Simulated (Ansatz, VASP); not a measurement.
InH2: VASP beside Ansatz

```xyz
3
Lattice="3.4432 0.0000 0.0000 0.0000 3.4432 0.0000 0.0000 0.0000 3.8266" Properties=species:S:1:pos:R:3 pbc="T T T"
In    1.7216    1.7216    0.0000
H     0.0000    1.7216    3.3328
H     1.7216    0.0000    0.4938
```

Alike in both runs: task single point; functional PBE; k mesh 6 × 6 × 4; occupations gaussian, width 0.1 eV; no spin polarisation.

```csv
,VASP,Ansatz
version,VASP 6.6.1,Ansatz 0.2.0
potentials or method,"VASP PAW PBE potentials, release 64 (In_d, H), cutoff 520 eV","scalar-relativistic, plane waves, PAW"
valence electrons in the cell,15,15
```

|  | VASP | Ansatz | Ansatz less VASP |
| --- | --- | --- | --- |
| gap on the k mesh at the Fermi level (eV) | none | none | - |
| pressure (GPa) | 10.0 | 10.2 | +0.14 |
| traceless stress, the component that is largest in VASP (GPa) | -10.60 | -10.60 | +0.004 |
| rms of the force components (eV/Å) | 0.325 | 0.324 | -0.0003 |

Atom by atom the forces differ by 0.000 eV/Å (rms over components). A gap of «none» marks a metal or a gap that the smearing closes.

The k mesh is coarse, so the values compare programs but aren't converged.
